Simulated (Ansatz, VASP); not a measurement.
# F: VASP beside Ansatz

```
F
1.0
     3.02639   -1.82515   -0.23342
     3.02639    1.82515   -0.23342
    -2.24994    0.00000    7.29859
F
4
Direct
  0.08485 0.08485 0.09400
  0.91515 0.91515 0.90600
  0.50157 0.50157 0.59372
  0.49843 0.49843 0.40628
```

Change from the starting cell: volume 19.678 Å^3 an atom, stretch along a over the lengths across it, relative to the relaxed cell 0.9530.

Alike in both runs: task single point; functional PBEsol; k mesh 4 × 4 × 2; occupations gaussian, width 0.05 eV; no spin polarisation.

|  | VASP | Ansatz |
| --- | --- | --- |
| version | VASP 6.6.1 | Ansatz 0.2.0 |
| potentials or method | VASP PAW PBE potentials, release 64 (F), cutoff 520 eV | scalar-relativistic, plane waves, PAW |
| valence electrons in the cell | 28 | 28 |

```tsv
	VASP	Ansatz	Ansatz less VASP
gap on the k mesh at the Fermi level (eV)	2.73	2.80	+0.074
least direct gap on the mesh (eV)	2.79	2.87	+0.075
pressure (GPa)	-1.5	-1.7	-0.27
traceless stress, the component that is largest in VASP (GPa)	-1.54	-2.77	-1.237
rms of the force components (eV/Å)	0.274	0.494	+0.2208
```

VASP's potentials were made for PBE, not for PBEsol. Atom by atom the forces differ by 0.221 eV/Å (rms over components). With one functional, cell and mesh, what is left measures potentials, basis and numerics.

The k mesh is coarse, so the values compare programs but aren't converged.
